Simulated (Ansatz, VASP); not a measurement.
## HfO2 in VASP and in Ansatz

```
CELL_PARAMETERS angstrom
5.05980 0.00000 0.00000
0.00000 10.01720 0.00000
0.00000 0.00000 5.12305
ATOMIC_POSITIONS crystal
Hf 0.74482 0.88439 0.96580
Hf 0.24482 0.61561 0.03420
Hf 0.25518 0.38439 0.53420
Hf 0.75518 0.11561 0.46580
Hf 0.25518 0.11561 0.03420
Hf 0.75518 0.38439 0.96580
Hf 0.74482 0.61561 0.46580
Hf 0.24482 0.88439 0.53420
O 0.86980 0.79153 0.62130
O 0.36980 0.70847 0.37870
O 0.13020 0.29153 0.87870
O 0.63020 0.20847 0.12130
O 0.13020 0.20847 0.37870
O 0.63020 0.29153 0.62130
O 0.86980 0.70847 0.12130
O 0.36980 0.79153 0.87870
O 0.50272 0.97642 0.26136
O 0.00272 0.52358 0.73864
O 0.49728 0.47642 0.23864
O 0.99728 0.02358 0.76136
O 0.49728 0.02358 0.73864
O 0.99728 0.47642 0.26136
O 0.50272 0.52358 0.76136
O 0.00272 0.97642 0.23864
```

Change from the starting cell: z stretched by -2 %, ions relaxed.

Alike in both runs: functional PBE; k mesh 5 × 3 × 5; occupations fermi-dirac, width 0.02 eV; no spin polarisation.

Ansatz relaxed the structure, and its values are those at the end. VASP's run is a single point on that final structure, the one shown.

```csv
,VASP,Ansatz
version,VASP 6.6.1,Ansatz 0.2.0
potentials or method,"VASP PAW PBE potentials, release 64 (Hf_pv, O)","plane-wave PAW, scalar-relativistic"
plane-wave cutoff (eV),600,420
valence electrons in the cell,176,304
```

|  | VASP | Ansatz | Ansatz less VASP |
| --- | --- | --- | --- |
| gap on the k mesh at the Fermi level (eV) | 4.33 | 4.36 | +0.028 |
| pressure (GPa) | 7.4 | 11.1 | +3.75 |
| rms of the force components (eV/Å) | 0.026 | 0.007 | -0.0193 |

VASP's potentials hold 176 valence electrons a cell and Ansatz's 304, so a difference there can come from the potentials and not from the codes. Ansatz's warnings: stress scf threshold loose.

Spin-orbit coupling is off throughout.
